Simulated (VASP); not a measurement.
Input of a VASP 6.6.1 run:

File INCAR:

```
PREC = Accurate
ENCUT = 520
EDIFF = 1E-6
ISMEAR = -1
SIGMA = 0.05
LREAL = F
LASPH = T
NELM = 100
ALGO = Fast
ISIF = 2
LWAVE = F
LCHARG = T
GGA = CA
LELF = T
LVHAR = T
NBANDS = 11
```

Contents of KPOINTS:

```
Automatic mesh
0
Gamma
  12 12 12
```

The input POSCAR:

```
Pd
1.0
    0.0000000000      1.9334358480      1.9334358480
    1.9334358480      0.0000000000      1.9334358480
    1.9334358480      1.9334358480      0.0000000000
Pd
1
Direct
    0.0000000000      0.0000000000      0.0000000000
```

Potentials or basis: VASP PAW LDA potentials, release 64 (Pd).

Run with:

```console
$ cat potpaw_LDA.64/Pd/POTCAR > POTCAR
$ mpirun -np 1 vasp_std > vasp.out
```

Task: Estimate the band gap on the k mesh.

Result: Zero (band 5 reaches 10.23 eV, above the bottom of band 6 at 8.59 eV).

Task: Predict the pressure.

Result: -4.6 GPa.
